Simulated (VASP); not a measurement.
The system is La2O3.

```xyz
5
Lattice="6.3703 0.0000 0.0000 -3.1851 5.5168 0.0000 0.0000 0.0000 3.2899" Properties=species:S:1:pos:R:3 pbc="T T T"
La    3.1851    1.8389    1.6387
La    0.0000    3.6779    1.6512
O     3.2145    0.0000    0.0000
O    -1.6072    2.7838    0.0000
O     1.5779    2.7330    0.0000
```

| Quantity | Value |
| --- | --- |
| Program | VASP 6.6.1 |
| Task | relaxation of cell and atoms |
| Functional | PBEsol |
| Potentials or basis | VASP PAW PBE potentials, release 64 (La, O) |
| Cutoff | 600 eV |
| k mesh | 4 × 4 × 6 |
| Occupations | fermi-dirac, width 0.05 eV |
| Spin | no spin polarisation |

At the start: pressure -3.3 GPa; volume 23.12 Å³/atom.

How do energy, volume and symmetry change on relaxing?

Over 15 steps the energy falls by 9.0 meV/atom and the volume is 22.33 Å³/atom (-3.4 %); space group P6/mmm (No. 191, to 0.1 Å) before and after.

Step by step:
```tsv
step	energy change (eV)	largest force (eV/Å)	pressure (GPa)	volume (Å³)
1	0.0000	0.0446	-3.32	115.62
2	0.0153	0.0232	4.18	107.78
3	-0.0424	0.0348	-0.12	111.91
4	-0.0424	0.0346	-0.06	111.84
5	-0.0437	0.0317	0.04	111.55
6	-0.0437	0.0312	0.06	111.49
7	-0.0439	0.0298	-0.03	111.60
8	-0.0440	0.0277	-0.19	111.77
9	-0.0440	0.0263	-0.19	111.77
10	-0.0442	0.0246	-0.18	111.77
11	-0.0444	0.0207	-0.17	111.77
12	-0.0448	0.0130	-0.14	111.77
13	-0.0447	0.0214	-0.07	111.77
14	-0.0449	0.0093	-0.11	111.77
15	-0.0450	0.0104	-0.01	111.63
```

Final structure:
```yaml
crystal:
  lattice:
    - [6.29880, 0.00000, 0.00000]
    - [-3.14940, 5.45492, 0.00000]
    - [0.00000, 0.00000, 3.24900]
  atoms:
    - { symbol: La, position: [0.66667, 0.33333, 0.50116] }
    - { symbol: La, position: [0.33333, 0.66667, 0.49884] }
    - { symbol: O, position: [0.50078, 0.00000, 0.00000] }
    - { symbol: O, position: [0.00000, 0.50078, 0.00000] }
    - { symbol: O, position: [0.49922, 0.49922, 0.00000] }
```

Caveat: the PAW data sets were made with another functional, which shifts forces and pressure a little.
